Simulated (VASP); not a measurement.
# Te2Mo in VASP: single point with PBE+D3(BJ)

Aim: the single point of Te2Mo with PBE+D3(BJ).

Program: VASP 6.6.1. These are calculated values, not measurements. Logs are shortened: lines on timing, memory, paths and dates and some standing lists are left out, and cuts for length are marked.

### 1 The cell of the first run

The cell holds a slab with vacuum, 6 atoms: a = 3.504 Å, b = 3.504 Å, c = 24.768 Å, α = 90.00°, β = 90.00°, γ = 120.00°.

### 2 Single point, PBE+D3(BJ) (layers slid over each other, then relaxed in part)

Input file INCAR:

```
SYSTEM = Te2Mo
  PREC = Accurate
  ENCUT = 520
  EDIFF = 1E-7
  ISMEAR = 0
  SIGMA = 0.05
  LREAL = .FALSE.
  LASPH = .TRUE.
  NELM = 60
  ALGO = Normal
  ISIF = 2
  LWAVE = .FALSE.
  LCHARG = .FALSE.
  LDIPOL = .TRUE.
  IDIPOL = 3
  DIPOL = 0.5 0.5 0.403
  GGA = PE
  IVDW = 12
  NBANDS = 35
```

Input file KPOINTS:

```
regular mesh
0
G
  9 9 1
  0 0 0
```

Input file POSCAR:

```
Te2Mo
1.0
    3.5038818256      0.0000000000      0.0000000000
   -1.7519409128      3.0344506729      0.0000000000
    0.0000000000      0.0000000000     24.7677191314
Te Mo
4 2
Direct
    0.3333333333      0.6666666667      0.1816881069
    0.3333333333      0.6666666667      0.3283264593
    0.5000000000      1.0000000000      0.4779525555
    0.5000000000      1.0000000000      0.6245958522
    0.6666666666      0.3333333333      0.2549938891
    0.8333333333      0.6666666667      0.5512665610
```

Potentials or basis: VASP PAW PBE potentials, release 64 (Te, Mo_sv).

Command:

```console
cat potpaw_PBE.64/Te/POTCAR potpaw_PBE.64/Mo_sv/POTCAR > POTCAR
mpirun -np 1 vasp_std > vasp.out
```

OUTCAR:

```text
SYSTEM = Te2Mo
   PREC = Accurate
   ENCUT = 520
   EDIFF = 1E-7
   ISMEAR = 0
   LREAL = .FALSE.
   LASPH = .TRUE.
   NELM = 60
   ISIF = 2
   GGA = PE
   IVDW = 12
 IVDW          = 12

 ion  position               nearest neighbor table
   1  0.333  0.667  0.182-   5 2.72   5 2.72   5 2.72   2 3.63
   2  0.333  0.667  0.328-   5 2.72   5 2.72   5 2.72   1 3.63
   3  0.500  0.000  0.478-   6 2.72   6 2.72   6 2.72   4 3.63
   4  0.500  0.000  0.625-   6 2.72   6 2.72   6 2.72   3 3.63
   5  0.667  0.333  0.255-   1 2.72   1 2.72   1 2.72   2 2.72   2 2.72   2 2.72
   6  0.833  0.667  0.551-   3 2.72   3 2.72   3 2.72   4 2.72   4 2.72   4 2.72

  LATTYP: Found a hexagonal cell.
 ALAT       =     3.5038818256
 C/A-ratio  =     7.0686513884

  Lattice vectors:

 A1 = (   3.5038818256,   0.0000000000,   0.0000000000)
 A2 = (  -1.7519409128,   3.0344506729,   0.0000000000)
 A3 = (   0.0000000000,   0.0000000000,  24.7677191314)

Analysis of symmetry for initial positions (statically):
=====================================================================
 Subroutine PRICEL returns:
 Original cell was already a primitive cell.

 Routine SETGRP: Setting up the symmetry group for a
 hexagonal supercell.

 Subroutine GETGRP returns: Found  2 space group operations
 (whereof  2 operations were pure point group operations)
 out of a pool of 24 trial point group operations.

The static configuration has the point symmetry C_1h.

Analysis of symmetry for dynamics (positions and initial velocities):
=====================================================================
 Subroutine PRICEL returns:
 Original cell was already a primitive cell.

 Routine SETGRP: Setting up the symmetry group for a
 hexagonal supercell.

 Subroutine GETGRP returns: Found  2 space group operations
 (whereof  2 operations were pure point group operations)
 out of a pool of 24 trial point group operations.

The dynamic configuration has the point symmetry C_1h.

 Subroutine INISYM returns: Found  2 space group operations
 (whereof  2 operations are pure point group operations),
 and found     1 'primitive' translations

----------------------------------------------------------------------------------------

                                     Primitive cell

  volume of cell :     263.3392

  direct lattice vectors                    reciprocal lattice vectors
     3.503881826  0.000000000  0.000000000     0.285397753  0.164774470  0.000000000
    -1.751940913  3.034450673  0.000000000     0.000000000  0.329548939  0.000000000
[... 106 lines left out ...]
   EFERMI =   0.00;   METHOD = LEGACY
   ISMEAR =     0;   SIGMA  =   0.05  broadening in eV -4-tet -1-fermi 0-gaus
   EFERMI_NEDOS =   21; number of points for ismear=-14 and -15
   IALGO  =     38    algorithm
   IMIX   =      4    mixing-type and parameters
     AMIX     =   0.40;   BMIX     =  1.00
     AMIX_MAG =   1.60;   BMIX_MAG =  1.00
  volume/ion in A,a.u.               =      43.89       296.18
  Fermi-wavevector in a.u.,A,eV,Ry     =   0.953317  1.801508 12.365161  0.908814
  Thomas-Fermi vector in A             =   2.081961
   LORBIT       =      0    0 simple, 1 ext, 2 COOP (PROOUT), +10 PAW based schemes
   GGA     = PE    functional components
   LHFCALC =     F    Hartree Fock is set to
   AEXX    =    0.0000 exact exchange contribution
   IVDW    =    12    specifies the selected vdW correction
   LEPSILON=     F    determine dielectric tensor
   LRPA    =     F    only Hartree local field effects (RPA)
 non-spin polarized calculation
 Gauss-broadening in eV      SIGMA  =   0.05
  energy-cutoff  :      520.00
  volume of cell :      263.34
 maximum number of plane-waves:      7173
 NGX is ok and might be reduce to    28
   NGX = 13   NGY = 13   NGZ = 93

 dipolmoment           0.000000      0.000000     -0.000002 electrons x Angstroem

 number of electron      51.9999999 magnetization

 dipolmoment           0.000000      0.000000      0.000702 electrons x Angstroem

 Free energy of the ion-electron system (eV)
  ---------------------------------------------------
  ext. energy  EPLUGINS =         0.00000000
  ---------------------------------------------------
  free energy    TOTEN  =       -35.96244881 eV

  energy without entropy =      -35.96244881  energy(sigma->0) =      -35.96244881

 E-fermi :   2.7757     XC(G=0):  -6.4202

 val. band max:        2.4916962779   @ k =   0.3333   0.3333   0.0000
 cond. band min:       3.6028829881   @ k =  -0.4444   0.2222   0.0000
 fundamental gap:      1.1111867103
 Fermi energy:         2.7757356416

 k-point     1 :       0.0000    0.0000    0.0000
  band No.  band energies     occupation
      1     -58.1870      2.00000
      2     -58.1760      2.00000
      3     -32.3652      2.00000
      4     -32.3537      2.00000
      5     -32.2205      2.00000
      6     -32.2194      2.00000
[... 901 lines left out ...]
     34       6.5498      0.00000
     35       6.9932      0.00000

 [... further k-points ...]

------------------------ aborting loop because EDIFF is reached ----------------------------------------

 vacuum level on the upper side and lower side of the slab       (xc-potential included)        -0.117        -0.125

 Edisp (eV)   -2.74333

 E8    (eV) :    -1.2980

  FORCE on cell =-STRESS in cart. coord.  units (eV):
  Direction    XX          YY          ZZ          XY          YZ          ZX
  --------------------------------------------------------------------------------------
  -------------------------------------------------------------------------------------
  Total      -0.20255    -0.08764     0.05650     0.00000     0.43342     0.00000
  in kB      -1.23236    -0.53322     0.34372     0.00000     2.63697     0.00000
  external pressure =       -0.47 kB  Pullay stress =        0.00 kB

 VOLUME and BASIS-vectors are now :
 -----------------------------------------------------------------------------
  energy-cutoff  :      520.00
  volume of cell :      263.34
      direct lattice vectors                 reciprocal lattice vectors
     3.503881826  0.000000000  0.000000000     0.285397753  0.164774470  0.000000000
    -1.751940913  3.034450673  0.000000000     0.000000000  0.329548939  0.000000000
     0.000000000  0.000000000 24.767719131     0.000000000  0.000000000  0.040375135

 POSITION                                       TOTAL-FORCE (eV/Angst)
 -----------------------------------------------------------------------------------
     -0.00000      2.02297      4.50000         0.000000      0.003376     -0.016231
     -0.00000      2.02297      8.13190        -0.000000     -0.078543      0.015668
      1.75194      0.00000     11.83779         0.000000      0.076169     -0.015344
      1.75194      0.00000     15.46981         0.000000     -0.000590      0.013881
      1.75194      1.01148      6.31562         0.000000     -0.023719      0.000261
      1.75194      2.02297     13.65362        -0.000000      0.023307      0.001764
 -----------------------------------------------------------------------------------
    total drift:                                0.000001      0.000315     -0.000511

  FREE ENERGIE OF THE ION-ELECTRON SYSTEM (eV)
  ---------------------------------------------------
  free  energy   TOTEN  =       -38.7057813058 eV

  energy  without entropy=      -38.7057813058  energy(sigma->0) =      -38.70578131

 vacuum level on the upper side and lower side of the slab         7.198         7.190
```

It took 8.2 min on 1 thread of AMD EPYC 7R13 (Zen 3), shared host; peak memory 0.47 GiB.

Results:

```yaml
Free_energy: -38.7058 eV
Largest_force: 0.080 eV/Å
Band_gap_on_the_k_mesh: 1.11 eV (least direct gap 1.15 eV)
Dispersion_energy_per_atom: -0.457 eV
```

Forces on the atoms (eV/Å):
```
Te   0.000  0.003 -0.016
Te   0.000 -0.079  0.016
Te   0.000  0.076 -0.015
Te   0.000 -0.001  0.014
Mo   0.000 -0.024  0.000
Mo   0.000  0.023  0.002
```

Caveat: the cell differs from its parent crystal (layers slid over each other, then relaxed in part); spin-orbit coupling is left out, which moves the levels of the heavy elements.
